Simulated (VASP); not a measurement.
Input of a VASP 6.6.1 run:

Contents of INCAR:

```
PREC = Accurate
ENCUT = 500
EDIFF = 1E-6
ISMEAR = 0
SIGMA = 0.05
LREAL = False
LASPH = True
NELM = 200
ALGO = Normal
ISIF = 2
LWAVE = False
LCHARG = False
LMAXMIX = 4
LDAU = True
LDAUTYPE = 2
LDAUL = 2 -1
LDAUU = 5 0
LDAUJ = 0 0
LDAUPRINT = 1
GGA = PE
IVDW = 12
NBANDS = 35
GGA_COMPAT = False
```

KPOINTS

```
Automatic mesh
0
Gamma
  12 12 2
```

File POSCAR:

```
MoSe2
1.0
    3.3753114420      0.0000000000      0.0000000000
   -1.6876557210      2.9231054544      0.0000000000
    0.0000000000      0.0000000000     12.3518849041
Mo Se
2 4
Direct
    0.6666666667      0.3333333333      0.2500372131
    0.3333333333      0.6666666667      0.7499627869
    0.3333333333      0.6666666667      0.3815038453
    0.6666666667      0.3333333333      0.8814286561
    0.3333333333      0.6666666667      0.1185713439
    0.6666666667      0.3333333333      0.6184961547
```

Potentials or basis: VASP PAW PBE potentials, release 64 (Mo_sv, Se).

Launch:

```sh
$ cat potpaw_PBE.64/Mo_sv/POTCAR potpaw_PBE.64/Se/POTCAR > POTCAR
$ mpirun -np 1 vasp_std > vasp.out
```

(1) What does it give for the dispersion energy per atom?

(2) Predict the band gap on the k mesh.

(3) Estimate the pressure.

## Answers

(1) -0.465 eV.

(2) 0.46 eV (least direct gap 0.98 eV).

(3) 0.2 GPa.

Caveat: the stress differs along the axes, from -3 to 6 GPa.
